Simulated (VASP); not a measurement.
Set up this calculation in VASP 6.6.1, as the native input.

```yaml
Task: single point
Functional: LDA
Potentials_or_basis: VASP PAW LDA potentials, release 64 (Pd)
Cutoff: 520 eV
k_mesh: 9 × 9 × 14
Occupations: fermi-dirac, width 0.05 eV
Spin: collinear spin
Starting_moments: "[0.5, 0.5, 0.5] μB"
Dipole_correction: no
Further_INCAR_settings: ALGO = Normal; EDIFF = 1e-06; NBANDS = 26
```

The structure of Pd lies in POSCAR:

```
Pd
1.0
    4.4997283923      0.0000000000      0.0000000000
   -2.2498641962      3.8968790979      0.0000000000
    0.0000000000      0.0000000000      2.6699525700
Pd
3
Direct
    0.0000000000      1.0000000000      0.0000000000
    0.3333333333      0.6666666667      0.5000000000
    0.6666666667      0.3333333333      0.5000000000
```

This isn't the form of Pd at room conditions, which is fcc.

The input as run:

INCAR

```
SYSTEM = Pd
ALGO = Normal
EDIFF = 1E-6
ENCUT = 520
ISIF = 2
ISMEAR = -1
ISPIN = 2
LASPH = .True.
LCHARG = .False.
LMAXMIX = 4
LORBIT = 11
LREAL = .False.
LWAVE = .False.
MAGMOM = 0.5 0.5 0.5
NBANDS = 26
NELM = 150
PREC = Accurate
SIGMA = 0.05
```

KPOINTS

```
k-points
0
Gamma
  9 9 14
  0 0 0
```

Potentials or basis: VASP PAW LDA potentials, release 64 (Pd).

Command:

```console
$ cat potpaw_LDA.64/Pd/POTCAR > POTCAR
$ mpirun -np 1 vasp_std > vasp.out
```

It gave:

| Item | Value |
| --- | --- |
| Pressure | -13.2 GPa |
| Band gap on the k mesh | zero (filled and empty bands overlap) |
| Net moment | 0.01 μB per cell |
| Valence electrons inside the program's atomic spheres | Pd 9.30, 9.38 (each value once) |

Caveat: the cell stands under tension.

Wall time 3.6 min on 1 thread of Intel(R) Xeon(R) Platinum 8259CL CPU @ 2.50GHz (Skylake/Cascade Lake) (shared host), peak memory 0.27 GiB.
